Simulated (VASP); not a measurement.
# FePt (P4mm) in VASP: notebook

FePt is run at these levels: PBE; tasks: single point.

Everything below comes from runs of VASP 6.6.1. Logs are shortened: lines on timing, memory, paths and dates and some standing lists are left out, and cuts for length are marked.

## 1. The cell of the first run

Symmetry: P4mm, No. 99, tetragonal system. Conventional cell: a = 2.722 Å, b = 2.722 Å, c = 3.700 Å, α = 90.00°, β = 90.00°, γ = 90.00°. Fe (site symmetry 4mm) has 8 Pt at 2.58 to 2.76 Å and 4 Fe at 2.72 Å within 3.4 Å. Within 3.4 Å of Pt (site symmetry 4mm) lie 8 Fe at 2.58 to 2.76 Å and 4 Pt at 2.72 Å.

## 2. Single point, PBE, collinear spin, ferromagnetic start (all Pt atoms moved +0.125 Å, as atom 2 along Cartesian [0 0 1])

File INCAR:

```
PREC     = Accurate       # precision mode
ENCUT    = 520            # plane-wave cutoff, eV
EDIFF    = 1E-6           # SCF threshold, eV
ISMEAR   = 0              # smearing method
SIGMA    = 0.15           # smearing width, eV
LREAL    = False          # projectors in reciprocal space
LASPH    = True           # aspherical terms in the spheres
NELM     = 150            # most SCF steps
ALGO     = Normal         # electronic algorithm
ISIF     = 2              # what is computed and relaxed
LWAVE    = False          # write WAVECAR
LCHARG   = False          # write CHGCAR
ISPIN    = 2              # spin polarisation
MAGMOM   = 3.27 0.45      # initial moments
LORBIT   = 11             # projections on sites
LMAXMIX  = 4              # l up to which the mixer works
GGA      = PE             # functional
NBANDS   = 20             # bands
```

File KPOINTS:

```
regular mesh
0
Gamma
  18 18 14
```

File POSCAR:

```
FePt
1.0
    2.7216540008      0.0000000000      0.0000000000
    0.0000000000      2.7216540008      0.0000000000
    0.0000000000      0.0000000000      3.7000000000
Fe Pt
1 1
Direct
    0.5000000000      0.5000000000      0.5000000000
    0.0000000000      0.0000000000      0.0337837838
```

Potentials or basis: VASP PAW PBE potentials, release 64 (Fe, Pt).

On the command line:

```bash
$ cat potpaw_PBE.64/Fe/POTCAR potpaw_PBE.64/Pt/POTCAR > POTCAR
$ mpirun -np 1 vasp_std > vasp.out
```

OUTCAR:

```text
PREC = Accurate
   ENCUT = 520
   EDIFF = 1E-6
   ISMEAR = 0
   LREAL = False
   LASPH = True
   NELM = 150
   ISIF = 2
   ISPIN = 2
   LORBIT = 11
   GGA = PE

 ion  position               nearest neighbor table
   1  0.500  0.500  0.500-   2 2.58   2 2.58   2 2.58   2 2.58   2 2.76   2 2.76   2 2.76   2 2.76

   2  0.000  0.000  0.034-   1 2.58   1 2.58   1 2.58   1 2.58   1 2.76   1 2.76   1 2.76   1 2.76

  LATTYP: Found a simple tetragonal cell.
 ALAT       =     2.7216540008
 C/A-ratio  =     1.3594674411

  Lattice vectors:

 A1 = (   2.7216540008,   0.0000000000,   0.0000000000)
 A2 = (   0.0000000000,   2.7216540008,   0.0000000000)
 A3 = (   0.0000000000,   0.0000000000,   3.7000000000)

Analysis of symmetry for initial positions (statically):
=====================================================================
 Subroutine PRICEL returns:
 Original cell was already a primitive cell.

 Routine SETGRP: Setting up the symmetry group for a
 simple tetragonal supercell.

 Subroutine GETGRP returns: Found  8 space group operations
 (whereof  8 operations were pure point group operations)
 out of a pool of 16 trial point group operations.

The static configuration has the point symmetry C_4v.

Analysis of symmetry for dynamics (positions and initial velocities):
=====================================================================
 Subroutine PRICEL returns:
 Original cell was already a primitive cell.

 Routine SETGRP: Setting up the symmetry group for a
 simple tetragonal supercell.

 Subroutine GETGRP returns: Found  8 space group operations
 (whereof  8 operations were pure point group operations)
 out of a pool of 16 trial point group operations.

The dynamic configuration has the point symmetry C_4v.

Analysis of structural, dynamic, and magnetic symmetry:
=====================================================================
 Subroutine PRICEL returns:
 Original cell was already a primitive cell.

 Routine SETGRP: Setting up the symmetry group for a
 simple tetragonal supercell.

 Subroutine GETGRP returns: Found  8 space group operations
 (whereof  8 operations were pure point group operations)
 out of a pool of 16 trial point group operations.

The overall configuration has the point symmetry C_4v.

 Subroutine INISYM returns: Found  8 space group operations
 (whereof  8 operations are pure point group operations),
 and found     1 'primitive' translations

----------------------------------------------------------------------------------------

                                     Primitive cell

  volume of cell :      27.4074

  direct lattice vectors                    reciprocal lattice vectors
     2.721654001  0.000000000  0.000000000     0.367423633  0.000000000  0.000000000
     0.000000000  2.721654001  0.000000000     0.000000000  0.367423633  0.000000000
     0.000000000  0.000000000  3.700000000     0.000000000  0.000000000  0.270270270

  length of vectors
     2.721654001  2.721654001  3.700000000     0.367423633  0.367423633  0.270270270

  position of ions in fractional coordinates (direct lattice)
     0.500000000  0.500000000  0.500000000
     0.000000000  0.000000000  0.033783784

  ion indices of the primitive-cell ions
   primitive index   ion index
                 1           1
                 2           2

----------------------------------------------------------------------------------------

 KPOINTS: regular mesh

Automatic generation of k-mesh.
 Grid dimensions read from file:
 generate k-points for:   18   18   14

 Generating k-lattice:

  Cartesian coordinates                     Fractional coordinates (reciprocal lattice)
     0.020412424  0.000000000  0.000000000     0.055555556  0.000000000  0.000000000
     0.000000000  0.020412424  0.000000000     0.000000000  0.055555556  0.000000000
     0.000000000  0.000000000  0.019305019     0.000000000  0.000000000  0.071428571

  Length of vectors
     0.020412424  0.020412424  0.019305019

  Shift w.r.t. Gamma in fractional coordinates (k-lattice)
     0.000000000  0.000000000  0.000000000

 Subroutine IBZKPT returns following result:
 ===========================================

 Found    440 irreducible k-points:

 Following reciprocal coordinates:
            Coordinates               Weight
  0.000000  0.000000  0.000000      1.000000
  0.055556  0.000000  0.000000      4.000000
  0.111111  0.000000  0.000000      4.000000
  0.166667  0.000000  0.000000      4.000000
  0.222222  0.000000  0.000000      4.000000
  0.277778  0.000000  0.000000      4.000000
[... 16 lines left out ...]
  0.277778  0.111111  0.000000      8.000000
  0.333333  0.111111  0.000000      8.000000
 [... further k-points ...]
   k-points           NKPTS =    440   k-points in BZ     NKDIM =    440   number of bands    NBANDS=     20
   number of dos      NEDOS =    301   number of ions     NIONS =      2
   total plane-waves  NPLWV =  11200
   dimension x,y,z NGX =    20 NGY =   20 NGZ =   28
   dimension x,y,z NGXF=    40 NGYF=   40 NGZF=   56
   ions per type =               1   1
   NGX,Y,Z   is equivalent  to a cutoff of  12.22, 12.22, 12.58 a.u.
   NGXF,Y,Z  is equivalent  to a cutoff of  24.43, 24.43, 25.16 a.u.
 SYSTEM =  unknown system
   PREC   = accura    normal or accurate (medium, high low for compatibility)
   ISTART =      0    job   : 0-new  1-cont  2-samecut
   ICHARG =      2    charge: 1-file 2-atom 10-const
   ISPIN  =      2    spin polarized calculation?
   LNONCOLLINEAR =      F non collinear calculations
   LSORBIT =      F    spin-orbit coupling
   LASPH  =      T    aspherical Exc in radial PAW
   ENCUT  =  520.0 eV  38.22 Ry    6.18 a.u.   5.06  5.06  6.88*2*pi/ulx,y,z
   NELM   =    150;   NELMIN=  2; NELMDL= -5     # of ELM steps
   EDIFF  = 0.1E-05   stopping-criterion for ELM
   LREAL  =      F    real-space projection
   EDIFFG = 0.1E-04   stopping-criterion for IOM
   NSW    =      0    number of steps for IOM
   IBRION =     -1    ionic relax: 0-MD 1-quasi-New 2-CG
   NFREE  =      0    steps in history (QN), initial steepest desc. (CG)
   ISIF   =      2    stress and relaxation
   ISYM   =      2    0-nonsym 1-usesym 2-fastsym
   POTIM  = 0.5000    time-step for ionic-motion
   TEBEG  =    0.0;   TEEND  =   0.0 temperature during run
   PSTRESS=    0.0 pullay stress
   NELECT =      18.0000    total number of electrons
   NUPDOWN=      -1.0000    fix difference up-down
   EMIN   =  10.00;   EMAX   =-10.00  energy-range for DOS
   EFERMI =   0.00;   METHOD = LEGACY
   ISMEAR =     0;   SIGMA  =   0.15  broadening in eV -4-tet -1-fermi 0-gaus
   EFERMI_NEDOS =   21; number of points for ismear=-14 and -15
   IALGO  =     38    algorithm
   IMIX   =      4    mixing-type and parameters
     AMIX     =   0.40;   BMIX     =  1.00
     AMIX_MAG =   1.60;   BMIX_MAG =  1.00
  volume/ion in A,a.u.               =      13.70        92.48
  Fermi-wavevector in a.u.,A,eV,Ry     =   1.423016  2.689111 27.551455  2.024975
  Thomas-Fermi vector in A             =   2.543658
   LORBIT       =     11    0 simple, 1 ext, 2 COOP (PROOUT), +10 PAW based schemes
   GGA     = PE    functional components
   LHFCALC =     F    Hartree Fock is set to
   AEXX    =    0.0000 exact exchange contribution
   IVDW    =     0    specifies the selected vdW correction
   LEPSILON=     F    determine dielectric tensor
   LRPA    =     F    only Hartree local field effects (RPA)
 spin polarized calculation
 Gauss-broadening in eV      SIGMA  =   0.15
  energy-cutoff  :      520.00
  volume of cell :       27.41
 maximum number of plane-waves:       760
   NGX = 11   NGY = 11   NGZ = 13

 number of electron      17.9999997 magnetization       3.2656620

 Free energy of the ion-electron system (eV)
  ---------------------------------------------------
  ext. energy  EPLUGINS =         0.00000000
  ---------------------------------------------------
  free energy    TOTEN  =       -14.73134954 eV

  energy without entropy =      -14.71589027  energy(sigma->0) =      -14.72361991

 E-fermi :   8.7937     XC(G=0): -13.0897

 val. band max:        8.7922007942   @ k =   0.2778   0.2778   0.2143
 cond. band min:       8.7938231840   @ k =   0.3333   0.1667   0.3571
 fundamental gap:      0.0016223898
 Fermi energy:         8.7936931390

 spin component 1

 k-point     1 :       0.0000    0.0000    0.0000
  band No.  band energies     occupation
      1      -0.8522      1.00000
      2       2.3795      1.00000
      3       2.5152      1.00000
      4       5.3161      1.00000
      5       5.3161      1.00000
      6       5.9261      1.00000
[... 12 lines left out ...]
     19      30.3610      0.00000
     20      30.3610      0.00000

 k-point     2 :       0.0556    0.0000    0.0000
  band No.  band energies     occupation
      1      -0.7709      1.00000
      2       2.4253      1.00000
      3       2.5672      1.00000
      4       5.2836      1.00000
      5       5.3378      1.00000
      6       5.9475      1.00000
[... 12 lines left out ...]
     19      30.1790      0.00000
     20      30.5096      0.00000
[... 465 lines left out ...]
      3       3.8864      1.00000
      4       4.4514      1.00000
      5       5.3753      1.00000
      6       5.9019      1.00000
[... 12 lines left out ...]
     19      29.6653      0.00000
     20      30.7345      0.00000

 k-point    24 :       0.3333    0.1111    0.0000
  band No.  band energies     occupation
      1       1.7767      1.00000
      2       3.5687      1.00000
      3       4.0971      1.00000
      4       4.2614      1.00000
      5       5.1748      1.00000
      6       5.7723      1.00000
[... 12 lines left out ...]
     19      30.3270      0.00000
     20      30.7851      0.00000

 [... further k-points ...]

 spin component 2

 k-point     1 :       0.0000    0.0000    0.0000
  band No.  band energies     occupation
      1      -0.7145      1.00000
      2       2.9147      1.00000
      3       2.9542      1.00000
      4       6.3800      1.00000
      5       6.3800      1.00000
      6       7.9458      1.00000
[... 12 lines left out ...]
     19      30.4637      0.00000
     20      30.4637      0.00000

 k-point     2 :       0.0556    0.0000    0.0000
  band No.  band energies     occupation
      1      -0.6328      1.00000
      2       2.9562      1.00000
      3       3.0131      1.00000
      4       6.3013      1.00000
      5       6.4013      1.00000
      6       7.8874      1.00000
[... 12 lines left out ...]
     19      30.2952      0.00000
     20      30.6126      0.00000
[... 465 lines left out ...]
      3       4.4733      1.00000
      4       4.9628      1.00000
      5       6.2589      1.00000
      6       6.5939      1.00000
[... 12 lines left out ...]
     19      29.8671      0.00000
     20      30.9560      0.00000

 k-point    24 :       0.3333    0.1111    0.0000
  band No.  band energies     occupation
      1       1.9419      1.00000
      2       4.0467      1.00000
      3       4.5893      1.00000
      4       4.7949      1.00000
      5       6.2696      1.00000
      6       6.4875      1.00000
[... 12 lines left out ...]
     19      30.4723      0.00000
     20      31.0274      0.00000

 [... further k-points ...]

------------------------ aborting loop because EDIFF is reached ----------------------------------------

  FORCE on cell =-STRESS in cart. coord.  units (eV):
  Direction    XX          YY          ZZ          XY          YZ          ZX
  --------------------------------------------------------------------------------------
  -------------------------------------------------------------------------------------
  Total        0.9355274      0.9355274      1.3255543      0.0000000      0.0000000     -0.0000000
  in kB       54.6889430     54.6889430     77.4890900      0.0000000      0.0000000     -0.0000000
  external PRESSURE =      62.2889920 kB  Pullay stress =       0.0000000 kB

 VOLUME and BASIS-vectors are now :
 -----------------------------------------------------------------------------
  energy-cutoff  :      520.00
  volume of cell :       27.41
      direct lattice vectors                 reciprocal lattice vectors
     2.721654001  0.000000000  0.000000000     0.367423633  0.000000000  0.000000000
     0.000000000  2.721654001  0.000000000     0.000000000  0.367423633  0.000000000
     0.000000000  0.000000000  3.700000000     0.000000000  0.000000000  0.270270270

 POSITION                                       TOTAL-FORCE (eV/Angst)
 -----------------------------------------------------------------------------------
      1.36083      1.36083      1.85000         0.000000     -0.000000      1.169838
      0.00000      0.00000      0.12500         0.000000      0.000000     -1.169838
 -----------------------------------------------------------------------------------
    total drift:                               -0.000000      0.000000     -0.000301

  FREE ENERGIE OF THE ION-ELECTRON SYSTEM (eV)
  ---------------------------------------------------
  free  energy   TOTEN  =       -14.7313495424 eV

  energy  without entropy=      -14.7158902702  energy(sigma->0) =      -14.72361991

 total charge

# of ion       s       p       d       tot
------------------------------------------
    1        0.416   0.463   6.142   7.022
    2        0.722   0.675   8.065   9.463
--------------------------------------------------
tot          1.138   1.139  14.208  16.485

 magnetization (x)

# of ion       s       p       d       tot
------------------------------------------
    1        0.005  -0.006   2.898   2.896
    2       -0.026  -0.067   0.434   0.341
--------------------------------------------------
tot         -0.021  -0.073   3.332   3.238
```

Wall time 3.5 min (1 thread of Intel Xeon Platinum 8488C (Sapphire Rapids), shared host); peak memory 0.45 GiB.

What came out:

* Free energy: -14.7313 eV
* Pressure: 6.2 GPa
* Largest force: 1.170 eV/Å
* Net moment: 3.27 μB per cell
* Site moments: Fe +2.90; Pt +0.34 μB
* Valence electrons inside the program's atomic spheres: Fe 7.02; Pt 9.46

Forces on the atoms (eV/Å):
```
Fe   0.000  0.000  1.170
Pt   0.000  0.000 -1.170
```

Stress tensor (GPa, compression positive):
```
5.47 0.00 0.00
0.00 5.47 0.00
0.00 0.00 7.75
```

Caveat: the cell differs from its parent crystal (all Pt atoms moved +0.125 Å, as atom 2 along Cartesian [0 0 1]); the cell stands under pressure; spin-orbit coupling is left out, which moves the levels of the heavy elements; forces of over 1 eV/Å act on the atoms, so gaps and moduli don't describe the material at rest.

## 3. Single point, PBE, collinear spin, ferromagnetic start (all Pt atoms moved -0.500 Å, as atom 2 along Cartesian [0 0 1])

File INCAR:

```
PREC     = Accurate       # precision mode
ENCUT    = 520            # plane-wave cutoff, eV
EDIFF    = 1E-7           # SCF threshold, eV
ISMEAR   = 0              # smearing method
SIGMA    = 0.15           # smearing width, eV
LREAL    = F              # projectors in reciprocal space
LASPH    = T              # aspherical terms in the spheres
NELM     = 150            # most SCF steps
ALGO     = Normal         # electronic algorithm
ISIF     = 2              # what is computed and relaxed
LWAVE    = F              # write WAVECAR
LCHARG   = T              # write CHGCAR
ISPIN    = 2              # spin polarisation
MAGMOM   = 3.27 0.45      # initial moments
LORBIT   = 11             # projections on sites
LMAXMIX  = 4              # l up to which the mixer works
GGA      = PE             # functional
LELF     = T              # ELF
LVHAR    = T            
NBANDS   = 20             # bands
```

File KPOINTS:

```
Automatic mesh
0
Gamma
  18 18 14
```

POSCAR, as its differences from that of step 2:

```diff
@@ -9,2 +9,2 @@
     0.5000000000      0.5000000000      0.5000000000
-    0.0000000000      0.0000000000      0.0337837838
+    0.0000000000      0.0000000000     -0.1351351351
```

Potentials or basis: VASP PAW PBE potentials, release 64 (Fe, Pt).

On the command line:

```bash
$ cat potpaw_PBE.64/Fe/POTCAR potpaw_PBE.64/Pt/POTCAR > POTCAR
$ mpirun -np 1 vasp_std > vasp.out
```

Run time: 5.5 min. Hardware: 1 thread of Intel Xeon 8259CL, shared host; peak memory 0.46 GiB.

Results (log left out):

* Free energy: -13.5621 eV
* Pressure: 33.5 GPa
* Largest force: 5.166 eV/Å
* Net moment: 3.23 μB per cell
* Site moments: Fe +2.73; Pt +0.43 μB
* Valence electrons inside the program's atomic spheres: Fe 7.31; Pt 9.66

Forces in eV/Å, atoms in the order of the input:
```
Fe   0.000  0.000 -5.166
Pt   0.000  0.000  5.166
```

Stress tensor (GPa, compression positive):
```
37.66  0.00  0.00
 0.00 37.66  0.00
 0.00  0.00 25.08
```

Levels at points of the mesh, in eV from the Fermi level:
Spin up:
| k point | band 8 | band 9 | band 10 | band 11 | band 12 | band 13 | band 14 | band 15 |
| --- | --- | --- | --- | --- | --- | --- | --- | --- |
| (0.00, 0.00, 0.00) | -2.38 | -0.67 | -0.67 | -0.25 | 3.98 | 8.49 | 11.76 | 11.76 |
| (0.50, 0.00, 0.00) | -2.45 | -0.93 | -0.54 | 0.11 | 1.62 | 8.38 | 9.02 | 14.30 |
| (0.50, 0.50, 0.00) | -1.03 | -0.87 | 0.04 | 1.64 | 1.64 | 7.60 | 9.06 | 13.32 |
| (0.00, 0.00, 0.50) | -2.77 | -1.62 | -1.62 | -0.87 | -0.42 | 14.62 | 15.56 | 15.56 |
| (0.50, 0.00, 0.50) | -1.81 | -0.38 | -0.15 | -0.01 | 0.19 | 4.35 | 6.17 | 16.44 |
| (0.50, 0.50, 0.50) | -1.48 | -1.17 | 0.04 | 5.71 | 5.71 | 7.25 | 7.39 | 9.48 |
Spin down:
```
           k point  band 3  band 4  band 5  band 6  band 7  band 8  band 9  band 10  band 11  band 12
(0.00, 0.00, 0.00)   -6.14   -2.73   -2.73   -1.80   -0.44   -0.40    1.36     1.36     1.74     4.72
(0.50, 0.00, 0.00)   -4.70   -3.64   -3.35   -2.72   -0.47   -0.35    1.23     1.32     2.04     2.53
(0.50, 0.50, 0.00)   -5.21   -5.00    0.51    0.58    1.00    1.00    1.36     1.77     1.83     1.83
(0.00, 0.00, 0.50)   -5.26   -3.11   -2.53   -2.53   -1.70   -0.92    0.52     0.52     1.39     1.58
(0.50, 0.00, 0.50)   -3.89   -3.18   -2.43   -0.85   -0.85   -0.02    0.81     1.55     1.84     1.87
(0.50, 0.50, 0.50)   -5.15   -3.19   -1.28   -1.28   -0.69    0.51    1.02     1.77     6.29     6.29
```

Caveat: the cell differs from its parent crystal (all Pt atoms moved -0.500 Å, as atom 2 along Cartesian [0 0 1]); the stress differs along the axes, from 25 to 38 GPa; spin-orbit coupling is left out, which moves the levels of the heavy elements; forces of over 1 eV/Å act on the atoms, so gaps and moduli don't describe the material at rest.
